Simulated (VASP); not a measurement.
# Ca in VASP: further runs

Ca is run at these levels: PBEsol; tasks: single point.

All numbers are computed with VASP 6.6.1; they aren't measurements. Logs are shortened: lines on timing, memory, paths and dates and some standing lists are left out, and cuts for length are marked.

### Step 1. The cell of the first run

The structure is cubic, space group Fm-3m (No. 225). The conventional cell has a = 5.141 Å, b = 5.141 Å, c = 5.141 Å, α = 90.00°, β = 90.00°, γ = 90.00°. Ca (site symmetry m-3m) has 12 Ca at 3.64 Å within 4.8 Å.

### Step 2. Single point, PBEsol (strain -0.080 along x and y, -0.080 along z)

The input, INCAR:

```
SYSTEM = Ca
ALGO = Normal ; EDIFF = 1E-7
ENCUT = 520 ; GGA = PS
ISIF = 2 ; ISMEAR = 0
LASPH = .TRUE. ; LCHARG = .TRUE.
LELF = .TRUE. ; LREAL = .FALSE.
LVHAR = .TRUE. ; LWAVE = .FALSE.
NBANDS = 11 ; NELM = 80
PREC = Accurate ; SIGMA = 0.15
```

The input, KPOINTS:

```
k-points
0
G
  14 14 14
  0 0 0
```

The input, POSCAR:

```
Ca
1.0
    0.0000000000      2.5706640000      2.5706640000
    2.5706640000      0.0000000000      2.5706640000
    2.5706640000      2.5706640000      0.0000000000
Ca
1
Direct
    0.0000000000      0.0000000000      0.0000000000
```

Potentials or basis: VASP PAW PBE potentials, release 64 (Ca_sv).

Launch:

```bash
$ cat potpaw_PBE.64/Ca_sv/POTCAR > POTCAR
$ mpirun -np 1 vasp_std > vasp.out
```

OUTCAR:

```text
SYSTEM = Ca
   EDIFF = 1E-7
   ENCUT = 520
   GGA = PS
   ISIF = 2
   ISMEAR = 0
   LASPH = .TRUE.
   LREAL = .FALSE.
   NELM = 80
   PREC = Accurate

 ion  position               nearest neighbor table
   1  0.000  0.000  0.000-

  LATTYP: Found a face centered cubic cell.
 ALAT       =     5.1413280000

  Lattice vectors:

 A1 = (   0.0000000000,   2.5706640000,   2.5706640000)
 A2 = (   2.5706640000,   0.0000000000,   2.5706640000)
 A3 = (   2.5706640000,   2.5706640000,   0.0000000000)

Analysis of symmetry for initial positions (statically):
=====================================================================
 Subroutine PRICEL returns:
 Original cell was already a primitive cell.

 Routine SETGRP: Setting up the symmetry group for a
 face centered cubic supercell.

 Subroutine GETGRP returns: Found 48 space group operations
 (whereof 48 operations were pure point group operations)
 out of a pool of 48 trial point group operations.

The static configuration has the point symmetry O_h .

Analysis of symmetry for dynamics (positions and initial velocities):
=====================================================================
 Subroutine PRICEL returns:
 Original cell was already a primitive cell.

 Routine SETGRP: Setting up the symmetry group for a
 face centered cubic supercell.

 Subroutine GETGRP returns: Found 48 space group operations
 (whereof 48 operations were pure point group operations)
 out of a pool of 48 trial point group operations.

The dynamic configuration has the point symmetry O_h .

 Subroutine INISYM returns: Found 48 space group operations
 (whereof 48 operations are pure point group operations),
 and found     1 'primitive' translations

----------------------------------------------------------------------------------------

                                     Primitive cell

  volume of cell :      33.9755

  direct lattice vectors                    reciprocal lattice vectors
     0.000000000  2.570664000  2.570664000    -0.194502276  0.194502276  0.194502276
     2.570664000  0.000000000  2.570664000     0.194502276 -0.194502276  0.194502276
     2.570664000  2.570664000  0.000000000     0.194502276  0.194502276 -0.194502276

  length of vectors
     3.635467893  3.635467893  3.635467893     0.336887825  0.336887825  0.336887825

  position of ions in fractional coordinates (direct lattice)
     0.000000000  0.000000000  0.000000000

  ion indices of the primitive-cell ions
   primitive index   ion index
                 1           1

----------------------------------------------------------------------------------------

 KPOINTS: k-points

Automatic generation of k-mesh.
 Grid dimensions read from file:
 generate k-points for:   14   14   14

 Generating k-lattice:

  Cartesian coordinates                     Fractional coordinates (reciprocal lattice)
    -0.013893020  0.013893020  0.013893020     0.071428571  0.000000000  0.000000000
     0.013893020 -0.013893020  0.013893020     0.000000000  0.071428571  0.000000000
     0.013893020  0.013893020 -0.013893020     0.000000000  0.000000000  0.071428571

  Length of vectors
     0.024063416  0.024063416  0.024063416

  Shift w.r.t. Gamma in fractional coordinates (k-lattice)
     0.000000000  0.000000000  0.000000000

 Subroutine IBZKPT returns following result:
 ===========================================

 Found    104 irreducible k-points:

 Following reciprocal coordinates:
            Coordinates               Weight
  0.000000  0.000000  0.000000      1.000000
  0.071429  0.000000  0.000000      8.000000
  0.142857  0.000000  0.000000      8.000000
  0.214286  0.000000  0.000000      8.000000
  0.285714  0.000000  0.000000      8.000000
  0.357143  0.000000  0.000000      8.000000
[... 16 lines left out ...]
  0.214286  0.142857  0.000000     24.000000
  0.285714  0.142857  0.000000     24.000000
 [... further k-points ...]
   k-points           NKPTS =    104   k-points in BZ     NKDIM =    104   number of bands    NBANDS=     11
   number of dos      NEDOS =    301   number of ions     NIONS =      1
   total plane-waves  NPLWV =  21952
   dimension x,y,z NGX =    28 NGY =   28 NGZ =   28
   dimension x,y,z NGXF=    56 NGYF=   56 NGZF=   56
   ions per type =               1
   NGX,Y,Z   is equivalent  to a cutoff of  12.80, 12.80, 12.80 a.u.
   NGXF,Y,Z  is equivalent  to a cutoff of  25.61, 25.61, 25.61 a.u.
 SYSTEM =  Ca
   PREC   = accura    normal or accurate (medium, high low for compatibility)
   ISTART =      0    job   : 0-new  1-cont  2-samecut
   ICHARG =      2    charge: 1-file 2-atom 10-const
   ISPIN  =      1    spin polarized calculation?
   LNONCOLLINEAR =      F non collinear calculations
   LSORBIT =      F    spin-orbit coupling
   LASPH  =      T    aspherical Exc in radial PAW
   ENCUT  =  520.0 eV  38.22 Ry    6.18 a.u.   6.76  6.76  6.76*2*pi/ulx,y,z
   NELM   =     80;   NELMIN=  2; NELMDL= -5     # of ELM steps
[... 31 lines left out ...]
 non-spin polarized calculation
 Gauss-broadening in eV      SIGMA  =   0.15
  energy-cutoff  :      520.00
  volume of cell :       33.98
 maximum number of plane-waves:       941
   NGX = 13   NGY = 13   NGZ = 13

 number of electron      10.0000001 magnetization

 Free energy of the ion-electron system (eV)
  ---------------------------------------------------
  ext. energy  EPLUGINS =         0.00000000
  ---------------------------------------------------
  free energy    TOTEN  =        -2.06300188 eV

  energy without entropy =       -2.05106862  energy(sigma->0) =       -2.05703525

 E-fermi :   2.8332     XC(G=0):  -8.5308

 val. band max:        2.8278316147   @ k =  -0.2857   0.4286   0.1429
 cond. band min:       2.8496577787   @ k =  -0.2857   0.4286   0.2143
 fundamental gap:      0.0218261640
 Fermi energy:         2.8332070598

 k-point     1 :       0.0000    0.0000    0.0000
  band No.  band energies     occupation
      1     -38.5353      2.00000
      2     -19.4780      2.00000
      3     -19.4780      2.00000
      4     -19.4780      2.00000
      5      -1.5901      2.00000
      6       5.4171      0.00000
      7       5.4171      0.00000
      8       5.4171      0.00000
      9       6.8058      0.00000
     10       6.8058      0.00000
     11      12.9234      0.00000

 k-point     2 :       0.0714    0.0000    0.0000
  band No.  band energies     occupation
      1     -38.5334      2.00000
      2     -19.4935      2.00000
      3     -19.4799      2.00000
      4     -19.4799      2.00000
      5      -1.4841      2.00000
      6       5.2975      0.00000
      7       5.4605      0.00000
      8       5.4605      0.00000
      9       6.7650      0.00000
     10       6.7650      0.00000
     11      13.0940      0.00000

 k-point     3 :       0.1429    0.0000    0.0000
  band No.  band energies     occupation
      1     -38.5282      2.00000
      2     -19.5370      2.00000
      3     -19.4855      2.00000
      4     -19.4855      2.00000
      5      -1.1736      2.00000
      6       4.9827      0.00000
      7       5.5591      0.00000
      8       5.5591      0.00000
      9       6.6907      0.00000
     10       6.6907      0.00000
     11      13.3744      0.00000

 k-point     4 :       0.2143    0.0000    0.0000
  band No.  band energies     occupation
      1     -38.5206      2.00000
      2     -19.5991      2.00000
      3     -19.4935      2.00000
      4     -19.4935      2.00000
      5      -0.6815      2.00000
      6       4.5606      0.00000
      7       5.6106      0.00000
      8       5.6106      0.00000
      9       6.7188      0.00000
     10       6.7188      0.00000
     11      12.3004      0.00000
[... 239 lines left out ...]
 k-point    22 :       0.1429    0.1429    0.0000
  band No.  band energies     occupation
      1     -38.5258      2.00000
      2     -19.5354      2.00000
      3     -19.4984      2.00000
      4     -19.4984      2.00000
      5      -1.0374      2.00000
      6       4.8590      0.00000
      7       5.6665      0.00000
      8       5.6665      0.00000
      9       6.2107      0.00000
     10       6.9593      0.00000
     11      13.7394      0.00000

 k-point    23 :       0.2143    0.1429    0.0000
  band No.  band energies     occupation
      1     -38.5202      2.00000
      2     -19.5756      2.00000
      3     -19.5086      2.00000
      4     -19.5062      2.00000
      5      -0.6769      2.00000
      6       4.5779      0.00000
      7       5.6694      0.00000
      8       5.7880      0.00000
      9       6.0953      0.00000
     10       7.0374      0.00000
     11      13.3553      0.00000

 k-point    24 :       0.2857    0.1429    0.0000
  band No.  band energies     occupation
      1     -38.5129      2.00000
      2     -19.6309      2.00000
      3     -19.5187      2.00000
      4     -19.5156      2.00000
      5      -0.1514      2.00000
      6       4.2398      0.00000
      7       5.3733      0.00000
      8       5.8319      0.00000
      9       6.3873      0.00000
     10       7.1952      0.00000
     11      12.1461      0.00000

 [... further k-points ...]

------------------------ aborting loop because EDIFF is reached ----------------------------------------

  FORCE on cell =-STRESS in cart. coord.  units (eV):
  Direction    XX          YY          ZZ          XY          YZ          ZX
  --------------------------------------------------------------------------------------
  -------------------------------------------------------------------------------------
  Total        0.8908446      0.8908446      0.8908446     -0.0000000      0.0000000     -0.0000000
  in kB       42.0094100     42.0094100     42.0094100     -0.0000000      0.0000000     -0.0000000
  external PRESSURE =      42.0094100 kB  Pullay stress =       0.0000000 kB

 VOLUME and BASIS-vectors are now :
 -----------------------------------------------------------------------------
  energy-cutoff  :      520.00
  volume of cell :       33.98
      direct lattice vectors                 reciprocal lattice vectors
     0.000000000  2.570664000  2.570664000    -0.194502276  0.194502276  0.194502276
     2.570664000  0.000000000  2.570664000     0.194502276 -0.194502276  0.194502276
     2.570664000  2.570664000  0.000000000     0.194502276  0.194502276 -0.194502276

 POSITION                                       TOTAL-FORCE (eV/Angst)
 -----------------------------------------------------------------------------------
      0.00000      0.00000      0.00000         0.000000      0.000000      0.000000
 -----------------------------------------------------------------------------------
    total drift:                               -0.000000     -0.000000     -0.000000

  FREE ENERGIE OF THE ION-ELECTRON SYSTEM (eV)
  ---------------------------------------------------
  free  energy   TOTEN  =        -2.0630018801 eV

  energy  without entropy=       -2.0510686219  energy(sigma->0) =       -2.05703525
```

It took 15 s on 1 thread of Intel Xeon 6975P-C (Granite Rapids), shared host; peak memory 0.18 GiB.

Results:

```yaml
Free_energy: -2.0630 eV
Pressure: 4.2 GPa
Band_gap_on_the_k_mesh: zero (bands 5 and 6 overlap by 0.03 eV)
```

Levels at points of the mesh, in eV from the Fermi level:
| k point | band 2 | band 3 | band 4 | band 5 | band 6 | band 7 | band 8 | band 9 |
| --- | --- | --- | --- | --- | --- | --- | --- | --- |
| (0.00, 0.00, 0.00) | -22.31 | -22.31 | -22.31 | -4.42 | 2.58 | 2.58 | 2.58 | 3.97 |
| (0.50, 0.00, 0.00) | -22.62 | -22.35 | -22.35 | -1.13 | 0.07 | 2.43 | 2.43 | 4.87 |
| (0.50, 0.50, 0.00) | -22.60 | -22.42 | -22.42 | -0.74 | 0.38 | 1.44 | 4.87 | 5.11 |

Caveat: the cell differs from its parent crystal (strain -0.080 along x and y, -0.080 along z); the cell stands under pressure; the PAW data sets were made with another functional, which shifts forces and pressure a little.

### Step 3. Single point, PBEsol (strain -0.040 along x and y, -0.040 along z)

The input, INCAR:

```
PREC = Accurate
ENCUT = 520
EDIFF = 1E-6
ISMEAR = 0
SIGMA = 0.15
LREAL = F
LASPH = T
NELM = 60
ALGO = Normal
ISIF = 2
LWAVE = F
LCHARG = F
GGA = PS
NBANDS = 11
```

The input, KPOINTS:

```
regular mesh
0
Gamma
  14 14 14
```

The input, POSCAR:

```
Ca
1.0
    0.0000000000      2.6824320000      2.6824320000
    2.6824320000      0.0000000000      2.6824320000
    2.6824320000      2.6824320000      0.0000000000
Ca
1
Direct
    0.0000000000      0.0000000000      0.0000000000
```

Potentials or basis: VASP PAW PBE potentials, release 64 (Ca_sv).

Launch:

```bash
$ cat potpaw_PBE.64/Ca_sv/POTCAR > POTCAR
$ mpirun -np 1 vasp_std > vasp.out
```

Run time: 11 s. Hardware: 1 thread of Intel Xeon 6975P-C (Granite Rapids), shared host; peak memory 0.18 GiB.

Results (log left out):

| Quantity | Value |
| --- | --- |
| Free energy | -2.1353 eV |
| Pressure | 1.0 GPa |
| Band gap on the k mesh | zero (bands 5 and 6 overlap by 0.18 eV) |

Levels at points of the mesh, in eV from the Fermi level:
```csv
k point,band 3,band 4,band 5,band 6,band 7,band 8
"(0.00, 0.00, 0.00)",-22.61,-22.61,-4.19,2.44,2.44,2.44
"(0.50, 0.00, 0.00)",-22.64,-22.64,-1.04,-0.08,2.31,2.31
"(0.50, 0.50, 0.00)",-22.68,-22.68,-0.55,0.51,1.14,4.41
```

Caveat: the cell differs from its parent crystal (strain -0.040 along x and y, -0.040 along z); the PAW data sets were made with another functional, which shifts forces and pressure a little.

### Step 4. Single point, PBEsol (strain +0.040 along x and y, +0.040 along z)

The input, INCAR:

```
SYSTEM = Ca
PREC = Accurate
ENCUT = 520
EDIFF = 1E-6
ISMEAR = 0
SIGMA = 0.15
LREAL = .FALSE.
LASPH = .TRUE.
NELM = 60
ALGO = Normal
ISIF = 2
LWAVE = .FALSE.
LCHARG = .FALSE.
GGA = PS
NBANDS = 11
```

The input, KPOINTS:

```
regular mesh
0
G
  14 14 14
  0 0 0
```

The input, POSCAR:

```
Ca
1.0
    0.0000000000      2.9059680000      2.9059680000
    2.9059680000      0.0000000000      2.9059680000
    2.9059680000      2.9059680000      0.0000000000
Ca
1
Direct
    0.0000000000      0.0000000000      0.0000000000
```

Launch:

```bash
$ cat potpaw_PBE.64/Ca_sv/POTCAR > POTCAR
$ mpirun -np 1 vasp_std > vasp.out
```

Run time: 12 s. Hardware: 1 thread of Intel Xeon 6975P-C (Granite Rapids), shared host; peak memory 0.2 GiB.

The run converged. Its results:

| Item | Value |
| --- | --- |
| Free energy | -2.0675 eV |
| Pressure | -2.5 GPa |
| Band gap on the k mesh | zero (bands 5 and 6 overlap by 0.47 eV) |

Levels at points of the mesh, in eV from the Fermi level:
| k point | band 2 | band 3 | band 4 | band 5 | band 6 | band 7 | band 8 | band 9 |
| --- | --- | --- | --- | --- | --- | --- | --- | --- |
| (0.00, 0.00, 0.00) | -23.20 | -23.20 | -23.20 | -3.76 | 2.12 | 2.12 | 2.12 | 3.02 |
| (0.50, 0.00, 0.00) | -23.28 | -23.22 | -23.22 | -0.95 | -0.24 | 2.03 | 2.03 | 3.59 |
| (0.50, 0.50, 0.00) | -23.28 | -23.23 | -23.23 | -0.33 | 0.63 | 0.73 | 3.58 | 3.74 |

Caveat: the cell differs from its parent crystal (strain +0.040 along x and y, +0.040 along z); the PAW data sets were made with another functional, which shifts forces and pressure a little.

### Step 5. Single point, PBEsol (strain +0.080 along x and y, +0.080 along z)

The input, INCAR:

```
SYSTEM = Ca
ALGO = Normal
EDIFF = 1E-6
ENCUT = 520
GGA = PS
ISIF = 2
ISMEAR = 0
LASPH = .TRUE.
LCHARG = .FALSE.
LREAL = .FALSE.
LWAVE = .FALSE.
NBANDS = 11
NELM = 80
PREC = Accurate
SIGMA = 0.15
```

The input, KPOINTS:

```
k-points
0
G
  14 14 14
  0 0 0
```

The input, POSCAR:

```
Ca
1.0
    0.0000000000      3.0177360000      3.0177360000
    3.0177360000      0.0000000000      3.0177360000
    3.0177360000      3.0177360000      0.0000000000
Ca
1
Direct
    0.0000000000      0.0000000000      0.0000000000
```

Launch:

```bash
$ cat potpaw_PBE.64/Ca_sv/POTCAR > POTCAR
$ mpirun -np 1 vasp_std > vasp.out
```

Wall time 12 s (1 thread of Intel Xeon 6975P-C (Granite Rapids), shared host); peak memory 0.21 GiB.

The run converged. Its results:

* Free energy: -1.9612 eV
* Pressure: -3.3 GPa
* Band gap on the k mesh: zero (bands 5 and 6 overlap by 0.54 eV)

Levels at points of the mesh, in eV from the Fermi level:
| k point | band 1 | band 2 | band 3 | band 4 | band 5 | band 6 | band 7 | band 8 | band 9 | band 10 |
| --- | --- | --- | --- | --- | --- | --- | --- | --- | --- | --- |
| (0.00, 0.00, 0.00) | -42.48 | -23.48 | -23.48 | -23.48 | -3.56 | 1.96 | 1.96 | 1.96 | 2.74 | 2.74 |
| (0.50, 0.00, 0.00) | -42.47 | -23.53 | -23.49 | -23.49 | -0.92 | -0.27 | 1.88 | 1.88 | 3.23 | 3.23 |
| (0.50, 0.50, 0.00) | -42.47 | -23.53 | -23.50 | -23.50 | -0.27 | 0.60 | 0.65 | 3.22 | 3.36 | 3.36 |

Caveat: the cell differs from its parent crystal (strain +0.080 along x and y, +0.080 along z); the cell stands under tension; the PAW data sets were made with another functional, which shifts forces and pressure a little.

### Step 6. Single point, PBEsol (strain -0.080 along x and y, -0.040 along z)

The input, INCAR:

```
SYSTEM = Ca
PREC = Accurate ; ENCUT = 520
EDIFF = 1E-6 ; ISMEAR = 0
SIGMA = 0.15 ; LREAL = .False.
LASPH = .True. ; NELM = 80
ALGO = Fast ; ISIF = 2
LWAVE = .False. ; LCHARG = .False.
GGA = PS ; NBANDS = 11
```

The input, KPOINTS:

```
regular mesh
0
Gamma
  14 14 14
  0 0 0
```

The input, POSCAR:

```
Ca
1.0
    0.0000000000      2.5706640000      2.6824320000
    2.5706640000      0.0000000000      2.6824320000
    2.5706640000      2.5706640000      0.0000000000
Ca
1
Direct
    0.0000000000      0.0000000000      0.0000000000
```

Potentials or basis: VASP PAW PBE potentials, release 64 (Ca_sv).

Launch:

```bash
$ cat potpaw_PBE.64/Ca_sv/POTCAR > POTCAR
$ mpirun -np 1 vasp_std > vasp.out
```

It took 46 s on 1 thread of Intel Xeon 6975P-C (Granite Rapids), shared host; peak memory 0.22 GiB.

Results (log left out):

```
Free energy            : -2.0952 eV
Pressure               : 3.0 GPa
Band gap on the k mesh : zero (bands 5 and 6 overlap by 0.09 eV)
```

Stress tensor (GPa, compression positive):
```
3.12 0.00 0.00
0.00 3.12 0.00
0.00 0.00 2.69
```

Levels at points of the mesh, in eV from the Fermi level:
| k point | band 1 | band 2 | band 3 | band 4 | band 5 | band 6 | band 7 | band 8 | band 9 | band 10 |
| --- | --- | --- | --- | --- | --- | --- | --- | --- | --- | --- |
| (0.00, 0.00, 0.00) | -41.45 | -22.42 | -22.41 | -22.41 | -4.35 | 2.39 | 2.62 | 2.62 | 3.69 | 4.01 |
| (0.50, 0.00, 0.00) | -41.42 | -22.68 | -22.46 | -22.44 | -1.10 | 0.02 | 2.25 | 2.54 | 4.66 | 4.77 |
| (0.50, 0.50, 0.00) | -41.42 | -22.66 | -22.49 | -22.49 | -0.74 | 0.50 | 1.02 | 4.73 | 4.93 | 4.93 |
| (0.50, 0.00, 0.50) | -41.41 | -22.66 | -22.52 | -22.50 | -0.64 | 0.40 | 1.50 | 4.68 | 4.84 | 5.05 |

Caveat: the cell differs from its parent crystal (strain -0.080 along x and y, -0.040 along z); the PAW data sets were made with another functional, which shifts forces and pressure a little.

### Step 7. Summary

```tsv
cell	gap on the mesh (eV)	pressure (GPa)
a = 3.635 Å, angles 60.0°, 1 atom	none	4.2
a = 3.794 Å, angles 60.0°, 1 atom	none	1.0
a = 4.110 Å, angles 60.0°, 1 atom	none	-2.5
a = 4.268 Å, angles 60.0°, 1 atom	none	-3.3
a = 3.715, b = 3.715, c = 3.635 Å, angles 60.7, 60.7, 58.6°, 1 atom	none	3.0
```

Alike in all rows: task single point; level PBEsol; potentials or basis VASP PAW PBE potentials, release 64 (Ca_sv); no spin polarisation; k mesh 14 × 14 × 14; cutoff (eV) 520; smearing gaussian 0.15 eV.

Caveats: the PAW data sets were made with another functional, which shifts forces and pressure a little; the cell stands under pressure (at least some runs); the cell stands under tension (at least some runs).

Total energies depend on the potentials used, so only differences within one code and one set of settings carry meaning.
